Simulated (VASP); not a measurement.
**CdS2O2: relaxation of cell and atoms with PBE**

CdS2O2:

```
CELL_PARAMETERS angstrom
3.50617 0.00000 0.00000
-1.75308 3.03643 0.00000
0.00000 0.00000 8.61418
ATOMIC_POSITIONS crystal
Cd 0.00000 0.00000 0.00000
S 0.66667 0.33333 0.76164
S 0.33333 0.66667 0.23836
O 0.33333 0.66667 0.71349
O 0.66667 0.33333 0.28651
```

The cell was generated, and may not be a known phase.

- Program: VASP 6.6.1
- Task: relaxation of cell and atoms
- Functional: PBE
- Potentials or basis: VASP PAW PBE potentials, release 64 (Cd, S, O)
- Cutoff: 600 eV
- k mesh: 12 × 12 × 6
- Occupations: gaussian, width 0.1 eV
- Spin: no spin polarisation
- Dipole correction: no
- Further INCAR settings: ALGO = Normal; EDIFF = 1e-07; IBRION = 2; EDIFFG = -0.01; NSW = 100; ISIF = 3

```json
{
  "Relaxed volume": "18.33 Å³/atom",
  "Relaxed cell": "a = 3.497 Å, b = 3.497 Å, c = 8.657 Å, α = 90.00°, β = 90.00°, γ = 120.00°",
  "Space group after relaxing (to 0.1 Å)": "P-3m1 (No. 164)",
  "Energy gained by relaxing": "0.1 meV/atom",
  "Ionic steps": "9",
  "Pressure after relaxing": "0.0 GPa",
  "Largest force after relaxing": "0.008 eV/Å",
  "Band gap on the k mesh": "zero (bands 18 and 19 overlap by 0.76 eV)"
}
```

Forces in eV/Å, atoms in the order of the input:
```
Cd   0.000  0.000  0.000
S    0.000  0.000 -0.008
S    0.000  0.000  0.008
O    0.000  0.000 -0.003
O    0.000  0.000  0.003
```

Stress tensor (GPa, compression positive):
```
 0.03  0.00  0.00
 0.00  0.03  0.00
 0.00  0.00 -0.05
```

Step by step:
| step | energy change (eV) | largest force (eV/Å) | pressure (GPa) | volume (Å³) |
| --- | --- | --- | --- | --- |
| 1 | 0.0000 | 0.0250 | 0.00 | 91.71 |
| 2 | -0.0001 | 0.0175 | 0.00 | 91.71 |
| 3 | -0.0001 | 0.0236 | 0.01 | 91.73 |
| 4 | -0.0002 | 0.0215 | -0.01 | 91.75 |
| 5 | -0.0003 | 0.0150 | -0.05 | 91.79 |
| 6 | -0.0004 | 0.0039 | -0.15 | 91.89 |
| 7 | -0.0005 | 0.0043 | -0.13 | 91.87 |
| 8 | -0.0005 | 0.0055 | -0.09 | 91.80 |
| 9 | -0.0006 | 0.0078 | 0.00 | 91.67 |

Final structure:
```yaml
crystal:
  lattice:
    - [3.49661, 0.00000, 0.00000]
    - [-1.74830, 3.02815, 0.00000]
    - [0.00000, 0.00000, 8.65742]
  atoms:
    - { symbol: Cd, position: [0.00000, 0.00000, 0.00000] }
    - { symbol: S, position: [0.66667, 0.33333, 0.75947] }
    - { symbol: S, position: [0.33333, 0.66667, 0.24053] }
    - { symbol: O, position: [0.33333, 0.66667, 0.71149] }
    - { symbol: O, position: [0.66667, 0.33333, 0.28851] }
```

Levels at points of the mesh, in eV from the Fermi level:
| k point | band 14 | band 15 | band 16 | band 17 | band 18 | band 19 | band 20 | band 21 | band 22 |
| --- | --- | --- | --- | --- | --- | --- | --- | --- | --- |
| (0.00, 0.00, 0.00) | -5.46 | -4.63 | -2.54 | -0.84 | 0.08 | 0.08 | 0.30 | 0.30 | 1.41 |
| (0.50, 0.00, 0.00) | -3.41 | -2.98 | -2.93 | -2.76 | 0.61 | 0.61 | 1.89 | 2.38 | 2.58 |
| (0.00, 0.00, 0.50) | -5.45 | -4.96 | -2.32 | -0.80 | 0.09 | 0.09 | 0.29 | 0.29 | 1.51 |
| (0.50, 0.00, 0.50) | -3.36 | -3.09 | -2.88 | -2.82 | 0.62 | 0.67 | 1.90 | 2.38 | 2.58 |

Run time: 28 min on 1 thread of Intel Xeon 8259CL, with other jobs on the host, peak memory 0.42 GiB.

Caveat: semilocal functionals underestimate gaps, and a narrow one can read as zero.
